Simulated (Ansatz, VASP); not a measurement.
# Ag4Sn in VASP and in Ansatz

```
CELL_PARAMETERS angstrom
5.18944 0.00000 0.00000
0.00000 5.18944 0.00000
0.00000 0.00000 5.18944
ATOMIC_POSITIONS crystal
Ag 0.50000 0.00000 0.00000
Ag 0.00000 0.50000 0.00000
Ag 0.00000 0.00000 0.50000
Ag 0.50000 0.50000 0.50000
Sn 0.00000 0.00000 0.00000
```

Alike in both runs: functional PBE; k mesh 4 × 4 × 4; occupations gaussian, width 0.1 eV; no spin polarisation.

Ansatz relaxed the structure, and its values are those at the end. VASP's run is a single point on that final structure, the one shown.

```csv
,VASP,Ansatz
version,VASP 6.6.1,Ansatz 0.2.0
potentials or method,"VASP PAW PBE potentials, release 64 (Ag, Sn_d), cutoff 520 eV","scalar-relativistic, plane waves, PAW"
valence electrons in the cell,58,90
```

```tsv
	VASP	Ansatz	Ansatz less VASP
gap on the k mesh at the Fermi level (eV)	none	none	-
pressure (GPa)	0.1	0.1	-0.01
```

A gap of «none» marks a metal or a gap that the smearing closes. With one functional, cell and mesh, what is left measures potentials, basis and numerics. VASP's potentials hold 58 valence electrons a cell and Ansatz's 90, so a difference there can come from the potentials and not from the codes.
